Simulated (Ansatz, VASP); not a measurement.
NaTa2 in VASP and in Ansatz

```
Na Ta
1.0
     2.85314    0.00000    0.00000
    -1.42657    2.47089    0.00000
     0.00000    0.00000   17.23277
Na Ta
2 4
Direct
  0.33333 0.66667 0.25000
  0.66667 0.33333 0.75000
  0.33333 0.66667 0.57651
  0.66667 0.33333 0.07651
  0.33333 0.66667 0.92349
  0.66667 0.33333 0.42349
```

Alike in both runs: functional PBE; k mesh 6 × 6 × 2; occupations gaussian, width 0.1 eV; no spin polarisation.

Ansatz relaxed the structure, and its values are those at the end. VASP's run is a single point on that final structure, the one shown.

```csv
,VASP,Ansatz
version,VASP 6.6.1,Ansatz 0.2.0
potentials or method,"VASP PAW PBE potentials, release 64 (Na_pv, Ta_pv), cutoff 520 eV","scalar-relativistic, plane waves, PAW"
valence electrons in the cell,58,70
```

|  | VASP | Ansatz | Ansatz less VASP |
| --- | --- | --- | --- |
| gap on the k mesh at the Fermi level (eV) | none | none | - |
| pressure (GPa) | -0.1 | -0.1 | -0.04 |
| rms of the force components (eV/Å) | 0.017 | 0.017 | -0.0001 |

A gap of «none» marks a metal or a gap that the smearing closes. VASP's potentials hold 58 valence electrons a cell and Ansatz's 70, so a difference there can come from the potentials and not from the codes.

The k mesh is coarse, so the values compare programs but aren't converged. Spin-orbit coupling is off throughout.
